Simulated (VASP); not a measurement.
# NaIn2: single point with PBE

NaIn2:

```xyz
6
Lattice="0.0000 4.4293 4.4293 4.4293 0.0000 4.4293 4.4293 4.4293 0.0000" Properties=species:S:1:pos:R:3 pbc="T T T"
Na    0.0000    0.0000    0.0000
Na    2.2147    2.2147    2.2147
In    5.5366    5.5366    5.5366
In    5.5366    3.3220    3.3220
In    3.3220    3.3220    5.5366
In    3.3220    5.5366    3.3220
```

* Program: VASP 6.6.1
* Task: single point
* Functional: PBE
* Potentials or basis: VASP PAW PBE potentials, release 64 (Na_pv, In_d)
* Cutoff: 520 eV
* k mesh: 8 × 8 × 8
* Occupations: gaussian, width 0.1 eV
* Spin: no spin polarisation
* Dipole correction: no
* Further INCAR settings: ALGO = Fast; EDIFF = 1e-06; NBANDS = 42

```yaml
Pressure: 0.0 GPa
Band_gap_on_the_k_mesh: zero (bands 33 and 34 overlap by 3.92 eV)
```

Levels at points of the mesh, in eV from the Fermi level:
```tsv
k point	band 31	band 32	band 33	band 34	band 35	band 36
(0.00, 0.00, 0.00)	-2.68	-1.42	-1.42	-1.42	0.26	0.26
(0.50, 0.00, 0.00)	-2.59	-1.01	-1.01	1.76	2.21	2.21
(0.50, 0.50, 0.00)	-2.05	-2.05	2.50	2.50	2.55	2.55
```

Wall time 6.5 min on 1 thread of Intel Xeon 8259CL (shared host), peak memory 0.41 GiB.

Caveat: spin-orbit coupling is left out, which moves the levels of the heavy elements.
